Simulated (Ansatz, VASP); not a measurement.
# SiGe4Pt: VASP beside Ansatz

INCAR

```
PREC = Accurate
ENCUT = 600
EDIFF = 1E-6
ISMEAR = 0
SIGMA = 0.1
LREAL = False
LASPH = True
NELM = 60
ALGO = Normal
ISIF = 3
LWAVE = False
LCHARG = False
GGA = PE
IBRION = 2
NSW = 90
EDIFFG = -0.04
```

The input KPOINTS:

```
regular mesh
0
Gamma
  4 4 4
```

The input POSCAR:

```
SiGe4Pt
1.0
    0.0000000000      3.7133082700      3.7133082700
    3.7133082700      0.0000000000      3.7133082700
    3.7133082700      3.7133082700      0.0000000000
Si Ge Pt
1 4 1
Direct
    0.0000000000      0.0000000000      0.0000000000
    0.1237450800      0.6254183100      0.6254183100
    0.6254183100      0.1237450800      0.6254183100
    0.6254183100      0.6254183100      0.1237450800
    0.6254183100      0.6254183100      0.6254183100
    0.2500000000      0.2500000000      0.2500000000
```

Input for Ansatz:

```yaml
crystal:
  lattice:
    - [0.0, 3.71330827, 3.71330827]
    - [3.71330827, 0.0, 3.71330827]
    - [3.71330827, 3.71330827, 0.0]
  atoms:
    - { symbol: Si, position: [0.0, 0.0, 0.0] }
    - { symbol: Ge, position: [0.12374508, 0.62541831, 0.62541831] }
    - { symbol: Ge, position: [0.62541831, 0.12374508, 0.62541831] }
    - { symbol: Ge, position: [0.62541831, 0.62541831, 0.12374508] }
    - { symbol: Ge, position: [0.62541831, 0.62541831, 0.62541831] }
    - { symbol: Pt, position: [0.25, 0.25, 0.25] }
basis:
  ecutwfc: 420
kpoints:
  mp_grid: { grid: [4, 4, 4] }
hamiltonian:
  xc: pbe
scf:
  occupations: { method: gaussian, width: 0.1 }
  lower_state_search: "off"
output:
  forces: true
  stress: true
  eigenvalues: true
relax:
  adjacent_minimum: "off"
  f_tol: 0.04
  max_steps: 70
  cell: { stress_tol: 0.4 }
```

Change from the starting cell: species swapped into the TbInPt4 type (F-43m, No. 216).

Alike in both runs: task relaxation of cell and atoms; functional PBE; k mesh 4 × 4 × 4; occupations gaussian, width 0.1 eV; no spin polarisation.

```csv
,VASP,Ansatz
version,VASP 6.6.1,Ansatz 0.2.0
potentials or method,"VASP PAW PBE potentials, release 64 (Si, Ge_d, Pt), cutoff 600 eV","scalar-relativistic, plane waves, PAW"
valence electrons in the cell,70,78
```

Ansatz gave:

- gap on the k mesh at the Fermi level, each at its own relaxed structure (eV): none
- relaxed volume (Å³/atom): 19.02
- relaxed cell length with the largest relative difference (Å): 5.445

Question: Which values does VASP return?

Answer: gap on the k mesh at the Fermi level, each at its own relaxed structure (eV): none; relaxed volume (Å³/atom): 18.96; relaxed cell length with the largest relative difference (Å): 5.439.

A gap of «none» marks a metal or a gap that the smearing closes. VASP's potentials hold 70 valence electrons a cell and Ansatz's 78, so a difference there can come from the potentials and not from the codes.

The k mesh is coarse, so the values compare programs but aren't converged. Spin-orbit coupling is off throughout.
